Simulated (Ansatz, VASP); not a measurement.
## Two plane-wave programs on CrSb2C3

```
Cr Sb C
1.0
     4.87919    0.00000    0.00000
    -2.43959    4.22550    0.00000
     0.00000    0.00000    5.15445
Cr Sb C
1 2 3
Direct
  0.00000 0.00000 0.43417
  0.33333 0.66667 0.84954
  0.66667 0.33333 0.84954
  0.50000 0.00000 0.49006
  0.00000 0.50000 0.49006
  0.50000 0.50000 0.49006
```

Alike in both runs: functional PBE; k mesh 6 × 6 × 4; occupations gaussian, width 0.1 eV; collinear spin.

Ansatz relaxed the structure, and its values are those at the end. VASP's run is a single point on that final structure, the one shown.

|  | VASP | Ansatz |
| --- | --- | --- |
| version | VASP 6.6.1 | Ansatz 0.2.0 |
| potentials or method | VASP PAW PBE potentials, release 64 (Cr_pv, Sb, C), cutoff 520 eV | scalar-relativistic, plane waves, PAW |
| valence electrons in the cell | 34 | 56 |

VASP gave:

* gap on the k mesh at the Fermi level (eV): none
* pressure (GPa): -3.9
* rms of the force components (eV/Å): 0.137
* net moment per atom (μB): 0.08
* size of the moment on the site where the two differ most (μB): 0.48

What did Ansatz give for the same quantities?

gap on the k mesh at the Fermi level (eV): none; pressure (GPa): -0.1; rms of the force components (eV/Å): 0.017; net moment per atom (μB): 0.63; size of the moment on the site where the two differ most (μB): 3.25.

The net moments are unlike, so the other rows may belong to different states. Site moments also hang on the region over which each program counts them. A gap of «none» marks a metal or a gap that the smearing closes. VASP's potentials hold 34 valence electrons a cell and Ansatz's 56, so a difference there can come from the potentials and not from the codes.

Neither program's run includes spin-orbit coupling.
